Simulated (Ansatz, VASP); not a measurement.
**Two plane-wave programs on TiCl4**

```
CELL_PARAMETERS angstrom
13.00000 0.00000 0.00000
0.00000 13.00000 0.00000
0.00000 0.00000 13.00000
ATOMIC_POSITIONS crystal
Ti 0.50000 0.50000 0.50000
Cl 0.59687 0.59687 0.59687
Cl 0.59687 0.40313 0.40313
Cl 0.40313 0.59687 0.40313
Cl 0.40313 0.40313 0.59687
```

Alike in both runs: functional PBE; dispersion D3(BJ); k mesh 1 × 1 × 1; occupations gaussian, width 0.03 eV; no spin polarisation.

Ansatz relaxed the structure, and its values are those at the end. VASP's run is a single point on that final structure, the one shown.

|  | VASP | Ansatz |
| --- | --- | --- |
| version | VASP 6.6.1 | Ansatz 0.2.0 |
| potentials or method | VASP PAW PBE potentials, release 64 (Ti_sv, Cl) | scalar-relativistic, plane waves, PAW |
| plane-wave cutoff (eV) | 520 | 420 |
| valence electrons in the cell | 40 | 40 |

|  | VASP | Ansatz | Ansatz less VASP |
| --- | --- | --- | --- |
| gap on the k mesh at the Fermi level (eV) | 3.66 | 3.66 | +0.001 |

Ansatz's warnings: xc potential rough in thin density.
